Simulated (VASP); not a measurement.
SnSe:

```
CELL_PARAMETERS angstrom
0.00000 2.98980 2.98980
2.98980 0.00000 2.98980
2.98980 2.98980 0.00000
ATOMIC_POSITIONS crystal
Sn 0.00000 0.00000 0.00000
Se 0.50000 0.50000 0.50000
```

Base run:

| Quantity | Value |
| --- | --- |
| Program | VASP 6.6.1 |
| Functional | PBE |
| Dispersion | D4 |
| Potentials or basis | VASP PAW PBE potentials, release 64 (Sn_d, Se) |
| Cutoff | 520 eV |
| k mesh | 8 × 8 × 8 |
| Occupations | fermi-dirac, width 0.05 eV |
| Spin | no spin polarisation |

Its results: band gap on the k mesh 0.67 eV, direct; pressure -0.2 GPa.

Problem. After a change of settings the same cell gave: band gap on the k mesh 0.73 eV, indirect (least direct gap 0.74 eV); pressure -0.9 GPa. Which change was it?
A. functional from PBE to BLYP; dispersion from D4 to D3(BJ)
B. functional from PBE to r2SCAN; further incar settings from ALGO = Normal; EDIFF = 1e-07; NBANDS = 17 to ALGO = Normal; EDIFF = 1e-06; NBANDS = 17
C. functional from PBE to PBEsol; dispersion from D4 to none

Solution. C.

Caveats: spin-orbit coupling is left out, which moves the levels of the heavy elements; the PAW data sets were made with another functional, which shifts forces and pressure a little (some runs).
